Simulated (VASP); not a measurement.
Set up this calculation in VASP 6.6.1, as the native input.

* Task: single point
* Functional: PBEsol
* Potentials or basis: VASP PAW PBE potentials, release 64 (W_sv)
* Cutoff: 500 eV
* k mesh: 22 × 22 × 22
* Occupations: gaussian, width 0.15 eV
* Spin: no spin polarisation
* Dipole correction: no
* Further INCAR settings: ALGO = Normal; EDIFF = 1e-06; NBANDS = 13

The structure of W lies in POSCAR:

```
W
1.0
    0.0000000000      2.2937336701      1.5590507756
    2.2937336701      0.0000000000      1.5590507756
    2.2937336701      2.2937336701      0.0000000000
W
1
Direct
    0.0000000000      0.0000000000      0.0000000000
```

One way to write it, as run:

INCAR

```
SYSTEM = W
PREC = Accurate
ENCUT = 500
EDIFF = 1E-6
ISMEAR = 0
SIGMA = 0.15
LREAL = .FALSE.
LASPH = .TRUE.
NELM = 120
ALGO = Normal
ISIF = 2
LWAVE = .FALSE.
LCHARG = .FALSE.
GGA = PS
NBANDS = 13
GGA_COMPAT = .FALSE.
```

KPOINTS

```
Automatic mesh
0
G
  22 22 22
  0 0 0
```

Potentials or basis: VASP PAW PBE potentials, release 64 (W_sv).

The run is started by

```sh
$ cat potpaw_PBE.64/W_sv/POTCAR > POTCAR
$ mpirun -np 1 vasp_std > vasp.out
```

It gave:

```
Pressure               : -12.4 GPa
Band gap on the k mesh : zero (bands 7 and 8 overlap by 6.01 eV)
```

Caveat: the cell stands under tension; the PAW data sets were made with another functional, which shifts forces and pressure a little; spin-orbit coupling is left out, which moves the levels of the heavy elements.

Wall time 2.2 min on 1 thread of Intel(R) Xeon(R) Platinum 8259CL CPU @ 2.50GHz (Skylake/Cascade Lake), with other jobs on the host, peak memory 0.26 GiB.
